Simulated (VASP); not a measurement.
Runs of VASP 6.6.1 on CdS. The structure is that of space group F-43m (No. 216), or close to it. The cells are those of the table. 

| level | spin | cell | k mesh | cutoff (eV) | smearing | grid for exact exchange (PRECFOCK) | share of exact exchange | screening parameter | gap on the mesh (eV) | pressure (GPa) | moment (μB) |
| --- | --- | --- | --- | --- | --- | --- | --- | --- | --- | --- | --- |
| PBE | off | a = 4.323 Å, angles 60.0°, 2 atoms | 4 × 4 × 4 | 500 | gaussian 0.01 eV | - | - | - | 0.82 | -3.7 | - |
| HSE06 | off | a = 4.115 Å, angles 60.0°, 2 atoms | 6 × 6 × 6 | 520 | gaussian 0.01 eV | Normal | 0.25 | 0.2079 1/Å | (a) | 2.5 | - |
| r2SCAN | non-collinear, zero start, SOC | a = 4.157 Å, angles 60.0°, 2 atoms | 8 × 8 × 8 | 520 | fermi-dirac 0.02 eV | - | - | - | - | 0.3 | 0.00 |
| r2SCAN | non-collinear, zero start, SOC | a = 4.074 Å, angles 60.0°, 2 atoms | 8 × 8 × 8 | 520 | fermi-dirac 0.02 eV | - | - | - | - | 4.5 | 0.00 |
| PBE | off | a = 4.281 Å, angles 60.0°, 2 atoms | 4 × 4 × 4 | 500 | gaussian 0.01 eV | - | - | - | (b) | -2.6 | - |

Alike in all rows: task single point; potentials or basis VASP PAW PBE potentials, release 64 (Cd, S).

Fill in the values left out.

(a) 2.19; (b) 0.88.

Caveats: some runs use coarse meshes; the PAW data sets were made with another functional, which shifts forces and pressure a little (at least some runs); the cell stands under pressure (at least some runs).

A k mesh can miss the band edges, and rows without SOC leave out spin-orbit coupling on Cd.
